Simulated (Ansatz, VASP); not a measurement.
**Rb2Ir: VASP beside Ansatz**

```
Rb Ir
1.0
     0.00000    4.03089    4.03089
     4.03089    0.00000    4.03089
     4.03089    4.03089    0.00000
Rb Ir
2 1
Direct
  0.25000 0.25000 0.25000
  0.75000 0.75000 0.75000
  0.00000 0.00000 0.00000
```

Alike in both runs: functional PBE; k mesh 10 × 10 × 10; occupations gaussian, width 0.1 eV; no spin polarisation.

Ansatz relaxed the structure, and its values are those at the end. VASP's run is a single point on that final structure, the one shown.

|  | VASP | Ansatz |
| --- | --- | --- |
| version | VASP 6.6.1 | Ansatz 0.2.0 |
| potentials or method | VASP PAW PBE potentials, release 64 (Rb_sv, Ir), cutoff 520 eV | scalar-relativistic, plane waves, PAW |
| valence electrons in the cell | 27 | 35 |

|  | VASP | Ansatz | Ansatz less VASP |
| --- | --- | --- | --- |
| gap on the k mesh at the Fermi level (eV) | none | none | - |
| pressure (GPa) | 0.0 | 0.0 | -0.02 |

A gap of «none» marks a metal or a gap that the smearing closes. VASP's potentials hold 27 valence electrons a cell and Ansatz's 35, so a difference there can come from the potentials and not from the codes.

Neither program's run includes spin-orbit coupling.
